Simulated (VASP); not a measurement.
## MgO (Periclase): relaxation of cell and atoms with PBEsol

Crystal: MgO (Periclase).

```
CELL_PARAMETERS angstrom
0.00000 2.06094 2.06094
2.06094 0.00000 2.06094
2.06094 2.06094 0.00000
ATOMIC_POSITIONS crystal
Mg 0.00000 0.00000 0.00000
O 0.50000 0.50000 0.50000
```

* Program: VASP 6.6.1
* Task: relaxation of cell and atoms
* Functional: PBEsol
* Potentials or basis: VASP PAW PBE potentials, release 64 (Mg, O)
* Cutoff: 600 eV
* k mesh: 10 × 10 × 10
* Occupations: gaussian, width 0.01 eV
* Spin: no spin polarisation
* Target pressure: 12 GPa
* Dipole correction: no
* Further INCAR settings: ALGO = Normal; EDIFF = 1e-07; IBRION = 2; EDIFFG = -0.002; NSW = 80; ISIF = 3

```
Relaxed volume                                         : 8.73 Å³/atom
Relaxed cell                                           : a = 2.912 Å, b = 2.912 Å, c = 2.912 Å, α = 60.00°, β = 60.00°, γ = 60.00°
Space group after relaxing (to 0.05 Å)                 : Fm-3m (No. 225)
Energy change on relaxing (the enthalpy is what falls) : +1.9 meV/atom
Ionic steps                                            : 3
Pressure after relaxing                                : 12.0 GPa
Band gap on the k mesh                                 : 5.32 eV, direct
```

Step by step:
```
step  energy change (eV)  largest force (eV/Å)  pressure (GPa)  volume (Å³)
   1              0.0000                0.0000           11.38        17.51
   2              0.0064                0.0000           12.41        17.42
   3              0.0038                0.0000           12.00        17.46
```

Final structure:
```
Mg O
1.0
     0.00000    2.05888    2.05888
     2.05888    0.00000    2.05888
     2.05888    2.05888    0.00000
Mg O
1 1
Direct
  0.00000 0.00000 0.00000
  0.50000 0.50000 0.50000
```

Levels at points of the mesh, in eV from the valence-band top:
```csv
k point,band 2,band 3,band 4,band 5,band 6,band 7
"(0.00, 0.00, 0.00)",0.00,0.00,0.00,5.32,16.01,16.01
"(0.50, 0.00, 0.00)",-4.99,-0.74,-0.74,8.18,13.28,16.88
"(0.50, 0.50, 0.00)",-4.43,-1.46,-1.46,8.99,10.63,13.71
```

Run time: 14 s on 1 thread of Intel(R) Xeon(R) Platinum 8259CL CPU @ 2.50GHz (Skylake/Cascade Lake) (shared host), peak memory 0.15 GiB.

Caveat: the cell is relaxed towards a set pressure, so the enthalpy falls and the energy may rise; the PAW data sets were made with another functional, which shifts forces and pressure a little.
